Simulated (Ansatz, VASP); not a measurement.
# InB5 in VASP and in Ansatz

File INCAR:

```
SYSTEM = InB5
PREC = Accurate ; ENCUT = 500
EDIFF = 1E-7 ; ISMEAR = 0
SIGMA = 0.1 ; LREAL = .False.
LASPH = .True. ; NELM = 120
ALGO = Normal ; ISIF = 3
LWAVE = .False. ; LCHARG = .False.
GGA = PE ; IBRION = 2
NSW = 90 ; EDIFFG = -0.04
GGA_COMPAT = .False. ; NELMIN = 4
```

Contents of KPOINTS:

```
regular mesh
0
Gamma
  4 4 4
  0 0 0
```

POSCAR

```
InB5
1.0
    0.0000000000      3.2727035600      3.2727035600
    3.2727035600      0.0000000000      3.2727035600
    3.2727035600      3.2727035600      0.0000000000
In B
1 5
Direct
    0.0000000000      0.0000000000      0.0000000000
    0.2500000000      0.2500000000      0.2500000000
    0.1295901500      0.6234699500      0.6234699500
    0.6234699500      0.6234699500      0.6234699500
    0.6234699500      0.6234699500      0.1295901500
    0.6234699500      0.1295901500      0.6234699500
```

Input for Ansatz:

```yaml
crystal:
  lattice:
    - [0.0, 3.27270356, 3.27270356]
    - [3.27270356, 0.0, 3.27270356]
    - [3.27270356, 3.27270356, 0.0]
  atoms:
    - { symbol: In, position: [0.0, 0.0, 0.0] }
    - { symbol: B, position: [0.25, 0.25, 0.25] }
    - { symbol: B, position: [0.12959015, 0.62346995, 0.62346995] }
    - { symbol: B, position: [0.62346995, 0.62346995, 0.62346995] }
    - { symbol: B, position: [0.62346995, 0.62346995, 0.12959015] }
    - { symbol: B, position: [0.62346995, 0.12959015, 0.62346995] }
basis:
  ecutwfc: 420
kpoints:
  mp_grid: { grid: [4, 4, 4] }
hamiltonian:
  xc: pbe
scf:
  occupations: { method: gaussian, width: 0.1 }
  lower_state_search: "off"
output:
  forces: true
  stress: true
  eigenvalues: true
relax:
  adjacent_minimum: "off"
  f_tol: 0.04
  max_steps: 70
  cell: { stress_tol: 0.4 }
```

Change from the starting cell: species swapped into the ZrNi5 type (F-43m, No. 216).

Alike in both runs: task relaxation of cell and atoms; functional PBE; k mesh 4 × 4 × 4; occupations gaussian, width 0.1 eV; no spin polarisation.

|  | VASP | Ansatz |
| --- | --- | --- |
| version | VASP 6.6.1 | Ansatz 0.2.0 |
| potentials or method | VASP PAW PBE potentials, release 64 (In_d, B), cutoff 500 eV | scalar-relativistic, plane waves, PAW |
| valence electrons in the cell | 28 | 28 |

VASP gave:

* gap on the k mesh at the Fermi level, each at its own relaxed structure (eV): none
* relaxed volume (Å³/atom): 9.89
* relaxed cell length with the largest relative difference (Å): 4.379

Task: Which values does Ansatz return?

Result: gap on the k mesh at the Fermi level, each at its own relaxed structure (eV): none; relaxed volume (Å³/atom): 9.92; relaxed cell length with the largest relative difference (Å): 4.382.

A gap of «none» marks a metal or a gap that the smearing closes.

The k mesh is coarse, so the values compare programs but aren't converged. Noted on VASP's run: the volume moved by over 15 % at a fixed basis, so the end points are rough.
